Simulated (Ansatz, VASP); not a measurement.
**PbS: VASP beside Ansatz**

The input INCAR:

```
PREC = Accurate ; ENCUT = 520
EDIFF = 1E-7 ; ISMEAR = -1
SIGMA = 0.02 ; LREAL = F
LASPH = T ; NELM = 100
ALGO = Normal ; ISIF = 2
LWAVE = F ; LCHARG = F
GGA = PE ; NBANDS = 17
```

The input KPOINTS:

```
regular mesh
0
Gamma
  6 6 6
```

Contents of POSCAR:

```
PbS
1.0
    0.0000000000      3.3009775035      3.1088606128
    3.3009775035      0.0000000000      3.1088606128
    3.3009775035      3.3009775035      0.0000000000
Pb S
1 1
Direct
    0.0000000000      0.0000000000      0.0000000000
    0.2500000000      0.2500000000      0.2500000000
```

Input for Ansatz:

```yaml
crystal:
  lattice:
    - [0.0, 3.3009775035, 3.1088606128]
    - [3.3009775035, 0.0, 3.1088606128]
    - [3.3009775035, 3.3009775035, 0.0]
  atoms:
    - { symbol: Pb, position: [0.0, 0.0, 0.0] }
    - { symbol: S, position: [0.25, 0.25, 0.25] }
kpoints:
  mp_grid: { grid: [6, 6, 6] }
  band_path:
    path:
      - [0.0, 0.0, 0.0]
      - [-0.5, -0.5, 0.0]
      - [-0.375, -0.375, 0.25]
      - [-0.375, 0.0, 0.375]
      - [0.0, 0.0, 0.5]
      - [-0.5, -0.25, 0.25]
    npoints: 1
hamiltonian:
  xc: pbe
scf:
  occupations: { method: fermi_dirac, width: 0.02 }
  n_extra_bands: 4
output:
  forces: true
  stress: true
  eigenvalues: true
```

Change from the starting cell: uniaxial_z strain -5.8%.

Alike in both runs: task single point; functional PBE; k mesh 6 × 6 × 6; occupations fermi-dirac, width 0.02 eV; no spin polarisation.

|  | VASP | Ansatz |
| --- | --- | --- |
| version | VASP 6.6.1 | Ansatz 0.2.0 |
| potentials or method | VASP PAW PBE potentials, release 64 (Pb_d, S) | plane waves, PAW |
| plane-wave cutoff (eV) | 520 | 420 |
| valence electrons in the cell | 20 | 20 |

|  | VASP | Ansatz | Ansatz less VASP |
| --- | --- | --- | --- |
| pressure (GPa) | 3.2 | 3.2 | +0.06 |
| traceless stress, the component that is largest in VASP (GPa) | -0.14 | -0.14 | -0.001 |

With one functional, cell and mesh, what is left measures potentials, basis and numerics.

Neither program's run includes spin-orbit coupling.
